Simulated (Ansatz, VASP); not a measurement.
# SiC in VASP and in Ansatz

File INCAR:

```
SYSTEM = SiC
PREC     = Accurate       ! precision mode
ENCUT    = 520            ! plane-wave cutoff, eV
EDIFF    = 1E-7           ! SCF threshold, eV
ISMEAR   = -1             ! smearing method
SIGMA    = 0.02           ! smearing width, eV
LREAL    = .FALSE.        ! projectors in reciprocal space
LASPH    = .TRUE.         ! aspherical terms in the spheres
NELM     = 80             ! most SCF steps
ALGO     = Normal         ! electronic algorithm
ISIF     = 2              ! what is computed and relaxed
LWAVE    = .FALSE.        ! write WAVECAR
LCHARG   = .FALSE.        ! write CHGCAR
GGA      = PE             ! functional
IBRION   = 2              ! ionic algorithm
NSW      = 80             ! ionic steps
EDIFFG   = -0.02          ! ionic threshold
```

Contents of KPOINTS:

```
regular mesh
0
G
  17 17 17
  0 0 0
```

File POSCAR:

```
SiC
1.0
    0.0000000000      2.1934308841      2.1934308841
    2.1934308841      0.0000000000      2.1934308841
    2.1934308841      2.1934308841      0.0000000000
Si C
1 1
Direct
    0.0000000000      0.0000000000      0.0000000000
    0.2500000000      0.2500000000      0.2500000000
```

Input for Ansatz:

```yaml
crystal:
  lattice:
    - [0.0, 2.1934308841, 2.1934308841]
    - [2.1934308841, 0.0, 2.1934308841]
    - [2.1934308841, 2.1934308841, 0.0]
  atoms:
    - { symbol: Si, position: [0.0, 0.0, 0.0] }
    - { symbol: C, position: [0.25, 0.25, 0.25] }
kpoints:
  mp_grid: { grid: [17, 17, 17] }
scf:
  occupations: { method: fermi_dirac, width: 0.02 }
hamiltonian:
  xc: pbe
  pseudopotentials: { kind: paw }
output:
  forces: true
  stress: true
  populations: true
  efg: { contact_densities: true }
relax:
  f_tol: 0.02
  max_steps: 60
```

Change from the starting cell: volume scaled by 1.02, ions relaxed.

Alike in both runs: task relaxation of the atoms; functional PBE; k mesh 17 × 17 × 17; occupations fermi-dirac, width 0.02 eV; no spin polarisation.

|  | VASP | Ansatz |
| --- | --- | --- |
| version | VASP 6.6.1 | Ansatz 0.2.0 |
| potentials or method | VASP PAW PBE potentials, release 64 (Si, C) | plane-wave PAW, scalar-relativistic |
| plane-wave cutoff (eV) | 520 | 420 |
| valence electrons in the cell | 8 | 8 |

|  | VASP | Ansatz | Ansatz less VASP |
| --- | --- | --- | --- |
| gap on the k mesh at the Fermi level, each at its own relaxed structure (eV) | 1.42 | 1.42 | +0.002 |

Ansatz's warnings: stress scf threshold loose.

Noted on VASP's run: the relaxation stopped at its first step, so nothing moved.
